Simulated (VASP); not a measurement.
The system is Mo.

```
CELL_PARAMETERS angstrom
2.58000 0.00000 0.00000
0.00000 2.58000 0.00000
0.00000 0.00000 2.58000
ATOMIC_POSITIONS crystal
Mo 0.00000 0.00000 0.00000
```

| Quantity | Value |
| --- | --- |
| Program | VASP 6.6.1 |
| Task | relaxation of cell and atoms |
| Functional | PBE |
| Potentials or basis | VASP PAW PBE potentials, release 64 (Mo_sv) |
| Cutoff | 600 eV |
| k mesh | 17 × 17 × 17 |
| Occupations | fermi-dirac, width 0.1 eV |
| Spin | no spin polarisation |

At the start: pressure 5.3 GPa; volume 17.17 Å³/atom.

**Question.** How do energy, volume and symmetry change on relaxing?

**Answer.** Over 4 steps the energy falls by 7.4 meV/atom and the volume is 17.63 Å³/atom (+2.6 %); space group Pm-3m (No. 221, to 0.05 Å).

Step by step:
```
step  energy change (eV)  largest force (eV/Å)  pressure (GPa)  volume (Å³)
   1              0.0000                0.0000            5.31        17.17
   2              0.0234                0.0000           -9.41        18.63
   3             -0.0073                0.0000           -0.11        17.64
   4             -0.0074                0.0000            0.01        17.63
```

Final structure:
```xyz
1
Lattice="2.6025 0.0000 0.0000 0.0000 2.6025 0.0000 0.0000 0.0000 2.6025" Properties=species:S:1:pos:R:3 pbc="T T T"
Mo    0.0000    0.0000    0.0000
```
